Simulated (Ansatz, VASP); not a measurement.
**Two plane-wave programs on C**

```
C
1.0
     2.47601    0.00000    0.00000
    -1.23801    2.14429    0.00000
     0.00000    0.00000    8.16600
C
8
Direct
  0.98899 0.97799 0.09297
  0.98899 0.97799 0.59297
  0.98899 0.97799 0.40703
  0.98899 0.97799 0.90703
  0.34434 0.68868 0.15553
  0.67767 0.35534 0.65553
  0.34434 0.68868 0.34447
  0.67767 0.35534 0.84447
```

Change from the starting cell: mode 14 frozen in at -0.048 Å, equal normal strain along x, y and z -0.0167.

Alike in both runs: task single point; functional PBE; k mesh 12 × 12 × 4; occupations gaussian, width 0.05 eV; no spin polarisation.

|  | VASP | Ansatz |
| --- | --- | --- |
| version | VASP 6.6.1 | Ansatz 0.2.0 |
| potentials or method | VASP PAW PBE potentials, release 64 (C), cutoff 520 eV | scalar-relativistic, plane waves, PAW |
| valence electrons in the cell | 32 | 32 |

```tsv
	VASP	Ansatz	Ansatz less VASP
gap on the k mesh at the Fermi level (eV)	3.60	3.61	+0.012
least direct gap on the mesh (eV)	4.04	4.05	+0.004
pressure (GPa)	28.8	28.0	-0.82
traceless stress, the component that is largest in VASP (GPa)	2.67	2.67	-0.002
rms of the force components (eV/Å)	1.959	1.945	-0.0137
```

Atom by atom the forces differ by 0.014 eV/Å (rms over components).
